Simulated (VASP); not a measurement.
# Al (P-1) in VASP: settings compared, part 2 of 2

VASP 6.6.1. The steps go on from the part before.

**4. Single point, r2SCAN0**

The input, POSCAR:

```
Al
1.0
   -0.0204552100      1.9706540500      2.0438328400
    2.0026569100      0.0099662700      2.0134113600
    2.0592944800      1.9968701300     -0.0466712900
Al
1
Direct
    0.0000000000      0.0000000000      0.0000000000
```

The input, INCAR.step1:

```
SYSTEM = Al
ALGO = Normal ; EDIFF = 1E-5
ENCUT = 520 ; GGA = PE
ISIF = 2 ; ISMEAR = -1
LASPH = .TRUE. ; LCHARG = .FALSE.
LREAL = .FALSE. ; LWAVE = .TRUE.
NBANDS = 8 ; NELM = 100
PREC = Accurate ; SIGMA = 0.05
```

The input, INCAR.step2:

```
SYSTEM = Al
AEXX = 0.25 ; ALGO = Normal
EDIFF = 1E-6 ; ENCUT = 520
ISIF = 2 ; ISMEAR = -1
ISTART = 1 ; LASPH = .TRUE.
LCHARG = .FALSE. ; LHFCALC = .TRUE.
LMIXTAU = .TRUE. ; LREAL = .FALSE.
LWAVE = .FALSE. ; METAGGA = R2SCAN
NBANDS = 8 ; NELM = 100
PREC = Accurate ; PRECFOCK = Normal
SIGMA = 0.05
```

The input, KPOINTS:

```
k-points
0
G
  6 7 6
  0 0 0
```

Potentials or basis: VASP PAW PBE potentials, release 64 (Al).

Launch:

```bash
$ cat potpaw_PBE.64/Al/POTCAR > POTCAR
$ cp INCAR.step1 INCAR
$ mpirun -np 1 vasp_std > vasp.out
$ cp INCAR.step2 INCAR
$ mpirun -np 1 vasp_std > vasp.out
```

OUTCAR:

```text
SYSTEM = Al
   AEXX = 0.25
   EDIFF = 1E-6
   ENCUT = 520
   ISIF = 2
   ISMEAR = -1
   ISTART = 1
   LASPH = .TRUE.
   LHFCALC = .TRUE.
   LREAL = .FALSE.
   METAGGA = R2SCAN
   NELM = 100
   PREC = Accurate
   PRECFOCK = Normal

 ion  position               nearest neighbor table
   1  0.000  0.000  0.000-

  LATTYP: Found a triclinic cell.
 ALAT       =     4.8932994550
 B/A-ratio  =     0.9921520640
 C/A-ratio  =     1.5454074236
 COS(alpha) =     0.0035236391
 COS(beta)  =     0.5577824530
 COS(gamma) =     0.8268074114

  Lattice vectors:

 A1 = (  -4.0257690300,   1.9507215100,  -1.9829898800)
 A2 = (  -1.9664745500,   3.9475916400,  -2.0296611700)
 A3 = (  -6.1212458700,  -4.0037065300,  -1.9200687800)

Analysis of symmetry for initial positions (statically):
=====================================================================
 Subroutine PRICEL returns:
 Original cell was already a primitive cell.

 Routine SETGRP: Setting up the symmetry group for a
 triclinic supercell.

 Subroutine GETGRP returns: Found  2 space group operations
[... 174 lines left out ...]
 cond. band min:       8.0873161097   @ k =   0.0000   0.4286   0.1667
 fundamental gap:      0.4071896021
 Fermi energy:         8.0866772908

 k-point     1 :       0.0000    0.0000    0.0000
  band No.  band energies     occupation
      1      -5.5658      2.00000
      2      21.6239      0.00000
      3      22.6991      0.00000
      4      23.0207      0.00000
      5      23.2050      0.00000
      6      24.1236      0.00000
      7      24.8335      0.00000
      8      26.5412      0.00000
[... 243 lines left out ...]
 k-point    24 :       0.1667   -0.0000    0.1667
  band No.  band energies     occupation
      1      -4.3543      2.00000
      2      17.5546      0.00000
      3      18.5338      0.00000
      4      19.0133      0.00000
      5      21.9841      0.00000
      6      23.3345      0.00000
      7      29.0514      0.00000
      8      30.0673      0.00000

 [... further k-points ...]

------------------------ aborting loop because EDIFF is reached ----------------------------------------

  FORCE on cell =-STRESS in cart. coord.  units (eV):
  Direction    XX          YY          ZZ          XY          YZ          ZX
  --------------------------------------------------------------------------------------
  -------------------------------------------------------------------------------------
  Total       -0.6286736     -0.1223585     -0.3978030      0.0784796     -0.1188912      0.3104461
  in kB      -60.7924475    -11.8320131    -38.4673687      7.5889375    -11.4967224     30.0199901
  external PRESSURE =     -37.0306098 kB  Pullay stress =       0.0000000 kB

 VOLUME and BASIS-vectors are now :
 -----------------------------------------------------------------------------
  energy-cutoff  :      520.00
  volume of cell :       16.57
      direct lattice vectors                 reciprocal lattice vectors
    -0.020455210  1.970654050  2.043832840    -0.242686930  0.255885821  0.240124020
     2.002656910  0.009966270  2.013411360     0.251876327 -0.253968071  0.247395668
     2.059294480  1.996870130 -0.046671290     0.238243693  0.249524832 -0.238206270

 POSITION                                       TOTAL-FORCE (eV/Angst)
 -----------------------------------------------------------------------------------
      0.00000      0.00000      0.00000         0.000000      0.000000      0.000000
 -----------------------------------------------------------------------------------
    total drift:                               -0.000000      0.000000      0.000000

  FREE ENERGIE OF THE ION-ELECTRON SYSTEM (eV)
  ---------------------------------------------------
  free  energy   TOTEN  =        -6.6979009661 eV

  energy  without entropy=       -6.6973268385  energy(sigma->0) =       -6.69761390
```

OSZICAR.step1:

```text
N       E                     dE             d eps       ncg     rms          rms(c)
DAV:   1    -0.225710332566E+01   -0.22571E+01   -0.84633E+02  2048   0.202E+02
DAV:   2    -0.375943622937E+01   -0.15023E+01   -0.14506E+01  2720   0.189E+01
DAV:   3    -0.376869113600E+01   -0.92549E-02   -0.92533E-02  2720   0.166E+00
DAV:   4    -0.376871361962E+01   -0.22484E-04   -0.22484E-04  3160   0.683E-02
DAV:   5    -0.376871366176E+01   -0.42138E-07   -0.40935E-07  2768   0.181E-03    0.129E+00
DAV:   6    -0.375512991924E+01    0.13584E-01   -0.18454E-03  2664   0.199E-01    0.752E-01
DAV:   7    -0.374536408759E+01    0.97658E-02   -0.54560E-03  2648   0.322E-01    0.145E-01
DAV:   8    -0.374535584540E+01    0.82422E-05   -0.16243E-05  2952   0.276E-02
   1 F= -.37453558E+01 E0= -.37438104E+01  d E =-.309088E-02
```

Run time: 27 min. Hardware: 1 thread of AMD EPYC 7R43 (Zen 3), shared host; peak memory 0.12 GiB.

Results:

```yaml
Free_energy: -6.6979 eV
Pressure: -3.7 GPa
Band_gap_on_the_k_mesh: zero (an odd number of electrons rules out a gap without spin polarisation)
```

Stress tensor (GPa, compression positive):
```
-6.08  0.76  3.00
 0.76 -1.18 -1.15
 3.00 -1.15 -3.85
```

Caveat: the k points lie up to 0.45 Å⁻¹ apart, too coarse for converged energies and pressures of a metal; the PAW data sets were made with another functional, which shifts forces and pressure a little.

**5. The runs side by side**

| level | screening parameter | gap on the mesh (eV) | pressure (GPa) |
| --- | --- | --- | --- |
| HSE06 | 0.2079 1/Å | none | -1.4 |
| PBE0 | - | none | -1.8 |
| r2SCAN0 | - | none | -3.7 |

Alike in all rows: task single point; potentials or basis VASP PAW PBE potentials, release 64 (Al); no spin polarisation; cell as given; k mesh 6 × 7 × 6; cutoff (eV) 520; smearing fermi-dirac 0.05 eV.

Caveats: all runs use coarse meshes; the PAW data sets were made with another functional, which shifts forces and pressure a little.

Absolute energies hang on the potentials; compare differences alone.
